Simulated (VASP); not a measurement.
# Al (P6_3/mmc) in VASP: single point with HSE06

Aim: the single point of Al with HSE06.

Everything below comes from runs of VASP 6.6.1. Logs are shortened: lines on timing, memory, paths and dates and some standing lists are left out, and cuts for length are marked.

## Step 1: The cell of the first run

It takes space group P6_3/mmc (No. 194, hexagonal). The conventional cell has a = 2.879 Å, b = 2.879 Å, c = 4.604 Å, α = 90.00°, β = 90.00°, γ = 120.00°. Al (site symmetry -6m2) has 12 Al at 2.84 to 2.88 Å within 3.7 Å.

## Step 2: Single point, HSE06

POSCAR

```
Al
1.0
    2.8792333373      0.0000000000      0.0000000000
   -1.4396166687      2.4934892135      0.0000000000
    0.0000000000      0.0000000000      4.6035523602
Al
2
Direct
    0.3333333333      0.6666666667      0.7500000000
    0.6666666667      0.3333333333      0.2500000000
```

INCAR.step1

```
PREC = Accurate ; ENCUT = 520
EDIFF = 1E-5 ; ISMEAR = 0
SIGMA = 0.05 ; LREAL = False
LASPH = True ; NELM = 100
ALGO = Normal ; ISIF = 2
LWAVE = True ; LCHARG = False
NBANDS = 10 ; GGA = PE
```

INCAR.step2

```
PREC = Accurate ; ENCUT = 520
EDIFF = 1E-6 ; ISMEAR = 0
SIGMA = 0.05 ; LREAL = False
LASPH = True ; NELM = 100
ALGO = Normal ; ISIF = 2
LWAVE = False ; LCHARG = False
GGA = PE ; LHFCALC = True
HFSCREEN = 0.2079 ; PRECFOCK = Normal
NBANDS = 10 ; ISTART = 1
```

KPOINTS

```
Automatic mesh
0
Gamma
  8 8 6
```

Potentials or basis: VASP PAW PBE potentials, release 64 (Al).

Command:

```sh
$ cat potpaw_PBE.64/Al/POTCAR > POTCAR
$ cp INCAR.step1 INCAR
$ mpirun -np 1 vasp_std > vasp.out
$ cp INCAR.step2 INCAR
$ mpirun -np 1 vasp_std > vasp.out
```

OUTCAR:

```text
PREC = Accurate
   ENCUT = 520
   EDIFF = 1E-6
   ISMEAR = 0
   LREAL = False
   LASPH = True
   NELM = 100
   ISIF = 2
   GGA = PE
   LHFCALC = True
   HFSCREEN = 0.2079
   PRECFOCK = Normal
   ISTART = 1

 ion  position               nearest neighbor table
   1  0.333  0.667  0.750-   2 2.84   2 2.84   2 2.84   2 2.84   2 2.84   2 2.84
   2  0.667  0.333  0.250-   1 2.84   1 2.84   1 2.84   1 2.84   1 2.84   1 2.84

  LATTYP: Found a hexagonal cell.
 ALAT       =     2.8792333373
 C/A-ratio  =     1.5988813065

  Lattice vectors:

 A1 = (   2.8792333373,   0.0000000000,   0.0000000000)
 A2 = (  -1.4396166687,   2.4934892135,   0.0000000000)
 A3 = (   0.0000000000,   0.0000000000,   4.6035523602)

Analysis of symmetry for initial positions (statically):
=====================================================================
 Subroutine PRICEL returns:
 Original cell was already a primitive cell.

 Routine SETGRP: Setting up the symmetry group for a
 hexagonal supercell.

 Subroutine GETGRP returns: Found 24 space group operations
 (whereof 12 operations were pure point group operations)
 out of a pool of 24 trial point group operations.

The static configuration has the point symmetry D_3d.
 The point group associated with its full space group is D_6h.

Analysis of symmetry for dynamics (positions and initial velocities):
=====================================================================
 Subroutine PRICEL returns:
 Original cell was already a primitive cell.

 Routine SETGRP: Setting up the symmetry group for a
 hexagonal supercell.

 Subroutine GETGRP returns: Found 24 space group operations
 (whereof 12 operations were pure point group operations)
 out of a pool of 24 trial point group operations.

The dynamic configuration has the point symmetry D_3d.
 The point group associated with its full space group is D_6h.

 Subroutine INISYM returns: Found 24 space group operations
 (whereof 12 operations are pure point group operations),
 and found     1 'primitive' translations

----------------------------------------------------------------------------------------

                                     Primitive cell

  volume of cell :      33.0505

  direct lattice vectors                    reciprocal lattice vectors
     2.879233337  0.000000000  0.000000000     0.347314678  0.200522223  0.000000000
    -1.439616669  2.493489214  0.000000000     0.000000000  0.401044446  0.000000000
     0.000000000  0.000000000  4.603552360     0.000000000  0.000000000  0.217223553

  length of vectors
     2.879233337  2.879233337  4.603552360     0.401044446  0.401044446  0.217223553

  position of ions in fractional coordinates (direct lattice)
     0.333333333  0.666666667  0.750000000
     0.666666667  0.333333333  0.250000000

  ion indices of the primitive-cell ions
   primitive index   ion index
                 1           1
                 2           2

----------------------------------------------------------------------------------------

 KPOINTS: Automatic mesh

Automatic generation of k-mesh.
 Grid dimensions read from file:
 generate k-points for:    8    8    6

 Generating k-lattice:

  Cartesian coordinates                     Fractional coordinates (reciprocal lattice)
     0.043414335  0.025065278  0.000000000     0.125000000  0.000000000  0.000000000
     0.000000000  0.050130556  0.000000000     0.000000000  0.125000000  0.000000000
     0.000000000  0.000000000  0.036203925     0.000000000  0.000000000  0.166666667

  Length of vectors
     0.050130556  0.050130556  0.036203925

  Shift w.r.t. Gamma in fractional coordinates (k-lattice)
     0.000000000  0.000000000  0.000000000

 Subroutine IBZKPT returns following result:
 ===========================================

 Found     40 irreducible k-points:

 Following reciprocal coordinates:
            Coordinates               Weight
  0.000000  0.000000  0.000000      1.000000
  0.125000  0.000000  0.000000      6.000000
  0.250000  0.000000  0.000000      6.000000
  0.375000  0.000000  0.000000      6.000000
  0.500000  0.000000  0.000000      3.000000
  0.125000  0.125000  0.000000      6.000000
[... 16 lines left out ...]
  0.250000  0.000000  0.333333     12.000000
  0.375000  0.000000  0.333333     12.000000
 [... further k-points ...]
   k-points           NKPTS =     40   k-points in BZ     NKDIM =    384   number of bands    NBANDS=     10
   number of dos      NEDOS =    301   number of ions     NIONS =      2
   total plane-waves  NPLWV =  20736
   dimension x,y,z NGX =    24 NGY =   24 NGZ =   36
   dimension x,y,z NGXF=    48 NGYF=   48 NGZF=   72
   ions per type =               2
   NGX,Y,Z   is equivalent  to a cutoff of  13.86, 13.86, 13.00 a.u.
   NGXF,Y,Z  is equivalent  to a cutoff of  27.72, 27.72, 26.00 a.u.
 SYSTEM =  unknown system
   PREC   = accura    normal or accurate (medium, high low for compatibility)
   ISTART =      1    job   : 0-new  1-cont  2-samecut
   ICHARG =      0    charge: 1-file 2-atom 10-const
   ISPIN  =      1    spin polarized calculation?
   LNONCOLLINEAR =      F non collinear calculations
   LSORBIT =      F    spin-orbit coupling
   LASPH  =      T    aspherical Exc in radial PAW
   ENCUT  =  520.0 eV  38.22 Ry    6.18 a.u.   5.35  5.35  8.56*2*pi/ulx,y,z
   NELM   =    100;   NELMIN=  2; NELMDL=  0     # of ELM steps
   EDIFF  = 0.1E-05   stopping-criterion for ELM
   LREAL  =      F    real-space projection
   EDIFFG = 0.1E-04   stopping-criterion for IOM
   NSW    =      0    number of steps for IOM
   IBRION =     -1    ionic relax: 0-MD 1-quasi-New 2-CG
   NFREE  =      0    steps in history (QN), initial steepest desc. (CG)
   ISIF   =      2    stress and relaxation
   ISYM   =      3    0-nonsym 1-usesym 2-fastsym
   POTIM  = 0.5000    time-step for ionic-motion
   TEBEG  =    0.0;   TEEND  =   0.0 temperature during run
   PSTRESS=    0.0 pullay stress
   NELECT =       6.0000    total number of electrons
   NUPDOWN=      -1.0000    fix difference up-down
   EMIN   =  10.00;   EMAX   =-10.00  energy-range for DOS
   EFERMI =   0.00;   METHOD = LEGACY
   ISMEAR =     0;   SIGMA  =   0.05  broadening in eV -4-tet -1-fermi 0-gaus
   EFERMI_NEDOS =   21; number of points for ismear=-14 and -15
   IALGO  =     38    algorithm
   IMIX   =      1    mixing-type and parameters
     AMIX     =   0.40;   BMIX     =  1.00
     AMIX_MAG =   1.60;   BMIX_MAG =  1.00
  volume/ion in A,a.u.               =      16.53       111.52
  Fermi-wavevector in a.u.,A,eV,Ry     =   0.926971  1.751721 11.691147  0.859275
  Thomas-Fermi vector in A             =   2.052991
   LORBIT       =      0    0 simple, 1 ext, 2 COOP (PROOUT), +10 PAW based schemes
   GGA     = PE    functional components
   LHFCALC =     T    Hartree Fock is set to
   PRECFOCK=normal    Normal, Fast or Accurate (Low or Medium for compatibility)
   ENCUT4O =  -1.0   cutoff for four orbital integrals eV
   NKREDX  =     1    reduce k-point grid by
   NKREDY  =     1    reduce k-point grid by
   NKREDZ  =     1    reduce k-point grid by
   AEXX    =    0.2500 exact exchange contribution
   HFSCREEN=    0.2079 screening length (either q_TF or 0.3 A-1)
   HFSCREENC=   0.2079 screening length for correlation (either q_TF or 0.3 A-1)
   ENCUTFOCK=  -1.0 apply spherical cutoff to Coloumb kernel
   IVDW    =     0    specifies the selected vdW correction
   LEPSILON=     F    determine dielectric tensor
   LRPA    =     F    only Hartree local field effects (RPA)
 non-spin polarized calculation
 Gauss-broadening in eV      SIGMA  =   0.05
  energy-cutoff  :      520.00
  volume of cell :       33.05
 maximum number of plane-waves:       911
 NGX is ok and might be reduce to    24
  NGX = 18; NGY = 18; NGZ = 28

 number of electron       6.0000000 magnetization

 Free energy of the ion-electron system (eV)
  ---------------------------------------------------
  ext. energy  EPLUGINS =         0.00000000
  ---------------------------------------------------
  free energy    TOTEN  =        -8.12136540 eV

  energy without entropy =       -8.11906837  energy(sigma->0) =       -8.12021689

 E-fermi :   7.9208     XC(G=0):  -8.4093

 val. band max:        7.9168943173   @ k =   0.2500   0.1250   0.1667
 cond. band min:       7.9554652338   @ k =   0.3750   0.1250   0.0000
 fundamental gap:      0.0385709166
 Fermi energy:         7.9207528216

 k-point     1 :       0.0000    0.0000    0.0000
  band No.  band energies     occupation
      1      -4.7121      2.00000
      2       2.8415      2.00000
      3       3.2874      2.00000
      4      19.1421      0.00000
      5      19.1421      0.00000
      6      19.6466      0.00000
      7      19.6466      0.00000
      8      21.2973      0.00000
      9      22.7073      0.00000
     10      24.0313      0.00000

 k-point     2 :       0.1250    0.0000    0.0000
  band No.  band energies     occupation
      1      -4.2961      2.00000
      2       3.2388      2.00000
      3       3.7041      2.00000
      4      14.8742      0.00000
      5      17.0094      0.00000
      6      18.4951      0.00000
      7      21.1840      0.00000
      8      21.3978      0.00000
      9      22.4117      0.00000
     10      23.0783      0.00000

 k-point     3 :       0.2500    0.0000    0.0000
  band No.  band energies     occupation
      1      -3.0507      2.00000
      2       4.4338      2.00000
      3       4.9181      2.00000
      4      10.1180      0.00000
      5      15.3037      0.00000
      6      16.2213      0.00000
      7      16.7315      0.00000
      8      17.9937      0.00000
      9      21.5630      0.00000
     10      21.7268      0.00000
[... 248 lines left out ...]
 k-point    23 :       0.2500    0.0000    0.3333
  band No.  band energies     occupation
      1      -2.1846      2.00000
      2       0.4042      2.00000
      3      10.1201      0.00000
      4      11.1309      0.00000
      5      13.2000      0.00000
      6      16.0169      0.00000
      7      16.7739      0.00000
      8      18.1434      0.00000
      9      18.6030      0.00000
     10      20.0068      0.00000

 k-point    24 :       0.3750    0.0000    0.3333
  band No.  band energies     occupation
      1      -0.1206      2.00000
      2       2.4432      2.00000
      3       6.4954      2.00000
      4       8.9239      0.00000
      5      12.4414      0.00000
      6      14.9891      0.00000
      7      16.3411      0.00000
      8      17.1334      0.00000
      9      18.0370      0.00000
     10      18.9652      0.00000

 [... further k-points ...]
[... 5 lines left out ...]
  --------------------------------------------------------------------------------------
  -------------------------------------------------------------------------------------
  Total       -0.0915471     -0.0915471     -0.0956759      0.0000000     -0.0000000     -0.0000000
  in kB       -4.4379002     -4.4379002     -4.6380525      0.0000000     -0.0000000     -0.0000000
  external PRESSURE =      -4.5046176 kB  Pullay stress =       0.0000000 kB

 VOLUME and BASIS-vectors are now :
 -----------------------------------------------------------------------------
  energy-cutoff  :      520.00
  volume of cell :       33.05
      direct lattice vectors                 reciprocal lattice vectors
     2.879233337  0.000000000  0.000000000     0.347314678  0.200522223  0.000000000
    -1.439616669  2.493489214  0.000000000     0.000000000  0.401044446  0.000000000
     0.000000000  0.000000000  4.603552360     0.000000000  0.000000000  0.217223553

 POSITION                                       TOTAL-FORCE (eV/Angst)
 -----------------------------------------------------------------------------------
     -0.00000      1.66233      3.45266         0.000000      0.000000      0.000000
      1.43962      0.83116      1.15089        -0.000000     -0.000000     -0.000000
 -----------------------------------------------------------------------------------
    total drift:                                0.000003     -0.000002      0.000000

  FREE ENERGIE OF THE ION-ELECTRON SYSTEM (eV)
  ---------------------------------------------------
  free  energy   TOTEN  =        -8.1213654032 eV

  energy  without entropy=       -8.1190683724  energy(sigma->0) =       -8.12021689
```

It took 54 min on 1 thread of Oxide Virtual Turin-like, shared host; peak memory 0.24 GiB.

Results:

* Free energy: -8.1214 eV
* Pressure: -0.5 GPa
* Band gap on the k mesh: zero (band 3 reaches 13.04 eV, above the bottom of band 4 at 4.29 eV)

Levels at points of the mesh, in eV from the Fermi level:
```tsv
k point	band 1	band 2	band 3	band 4	band 5	band 6	band 7	band 8
(0.00, 0.00, 0.00)	-12.63	-5.08	-4.63	11.22	11.22	11.73	11.73	13.38
(0.50, 0.00, 0.00)	-6.15	-5.89	0.78	1.62	1.82	2.24	6.00	7.90
(0.00, 0.00, 0.50)	-10.68	-10.68	4.38	4.38	12.62	12.62	12.62	12.62
(0.50, 0.00, 0.50)	-4.48	-4.48	-3.63	-3.63	7.62	7.62	8.42	8.42
```

Caveat: the PAW data sets were made with another functional, which shifts forces and pressure a little.
